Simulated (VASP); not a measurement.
## AlIn2N3: single point with r2SCAN

The system is AlIn2N3.

```xyz
12
Lattice="5.2566 -3.0249 0.0000 5.2566 3.0249 0.0000 0.0000 0.0000 5.3437" Properties=species:S:1:pos:R:3 pbc="T T T"
Al    5.2566    0.9608    5.2825
Al    5.2566   -0.9608    2.6106
In    6.9594   -1.9769    5.2529
In    3.5537   -1.9769    5.2529
In    3.5537    1.9769    2.5810
In    6.9594    1.9769    2.5810
N     6.8448   -1.9235    2.0740
N     3.6683   -1.9235    2.0740
N     3.6683    1.9235    4.7458
N     6.8448    1.9235    4.7458
N     5.2566    0.7991    1.8235
N     5.2566   -0.7991    4.4954
```

This cell differs from its parent crystal: biaxial strain in the a-b plane: +3.0 %.

| Quantity | Value |
| --- | --- |
| Program | VASP 6.6.1 |
| Task | single point |
| Functional | r2SCAN |
| Potentials or basis | VASP PAW PBE potentials, release 64 (Al, In_d, N) |
| Cutoff | 520 eV |
| k mesh | 6 × 6 × 6 |
| Occupations | gaussian, width 0.02 eV |
| Spin | no spin polarisation |

The pressure is -6.0 GPa. The largest force is 0.224 eV/Å. The band gap on the k mesh is 1.17 eV.

Forces on the atoms (eV/Å):
```
Al   0.000 -0.002 -0.195
Al   0.000  0.002 -0.195
In  -0.007  0.002 -0.220
In   0.007  0.002 -0.220
In   0.007 -0.002 -0.220
In  -0.007 -0.002 -0.220
N   -0.065  0.038  0.209
N    0.065  0.038  0.209
N    0.065 -0.038  0.209
N   -0.065 -0.038  0.209
N    0.000 -0.058  0.216
N    0.000  0.058  0.216
```

Stress tensor (GPa, compression positive):
```
-9.55  0.00  0.00
 0.00 -9.32  0.00
 0.00  0.00  0.98
```

Levels at points of the mesh, in eV from the valence-band top:
```
           k point  band 40  band 41  band 42  band 43  band 44  band 45  band 46  band 47  band 48  band 49
(0.00, 0.00, 0.00)    -0.82    -0.79    -0.10    -0.10     0.00     1.17     3.53     5.56     5.96     6.19
(0.50, 0.00, 0.00)    -0.90    -0.73    -0.66    -0.66    -0.46     3.87     3.88     4.91     5.01     6.17
(0.50, 0.50, 0.00)    -0.97    -0.82    -0.68    -0.56    -0.41     3.87     3.91     4.53     5.45     5.56
(0.00, 0.00, 0.50)    -0.66    -0.46    -0.46    -0.23    -0.23     3.48     3.48     6.52     6.52     6.57
(0.50, 0.00, 0.50)    -1.25    -0.82    -0.82    -0.76    -0.76     4.33     4.33     4.88     4.88     5.53
(0.50, 0.50, 0.50)    -1.26    -0.91    -0.91    -0.58    -0.58     4.50     4.50     4.87     4.87     5.33
```

It took 72 min on 1 thread of Oxide Virtual Turin-like Processor (shared host), peak memory 0.56 GiB.

Caveat: the cell differs from its parent crystal (biaxial strain in the a-b plane: +3.0 %); the stress differs along the axes, from -10 to 1 GPa; the PAW data sets were made with another functional, which shifts forces and pressure a little; spin-orbit coupling is left out, which moves the levels of the heavy elements.
